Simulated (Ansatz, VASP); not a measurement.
# One calculation of NiO, two programs

```
Ni O
1.0
     0.00000    2.08590    2.08590
     2.08590    0.00000    2.08590
     2.08590    2.08590    0.00000
Ni O
1 1
Direct
  0.00000 0.00000 0.00000
  0.50000 0.50000 0.50000
```

Alike in both runs: task relaxation of cell and atoms; functional PBE; k mesh 11 × 11 × 11; occupations fermi-dirac, width 0.05 eV; collinear spin.

|  | VASP | Ansatz |
| --- | --- | --- |
| version | VASP 6.6.1 | Ansatz 0.2.0 |
| potentials or method | VASP PAW PBE potentials, release 64 (Ni, O) | Ansatz PAW |
| plane-wave cutoff (eV) | 600 | 420 |
| valence electrons in the cell | 16 | 24 |

|  | VASP | Ansatz | Ansatz less VASP |
| --- | --- | --- | --- |
| gap on the k mesh at the Fermi level, each at its own relaxed structure (eV) | none | none | - |
| net moment per atom (μB) | 0.89 | 0.91 | +0.020 |
| size of the moment on the site where the two differ most (μB) | 0.27 | 0.29 | +0.024 |
| relaxed volume (Å³/atom) | 9.34 | 9.37 | +0.031 |
| relaxed cell length with the largest relative difference (Å) | 2.978 | 2.982 | +0.0033 |

Site moments also hang on the region over which each program counts them. A gap of «none» marks a metal or a gap that the smearing closes. VASP's potentials hold 16 valence electrons a cell and Ansatz's 24, so a difference there can come from the potentials and not from the codes.

Noted on Ansatz's run: the plane-wave basis is chosen anew once the cell has moved, so the energies of steps on either side of that aren't comparable.
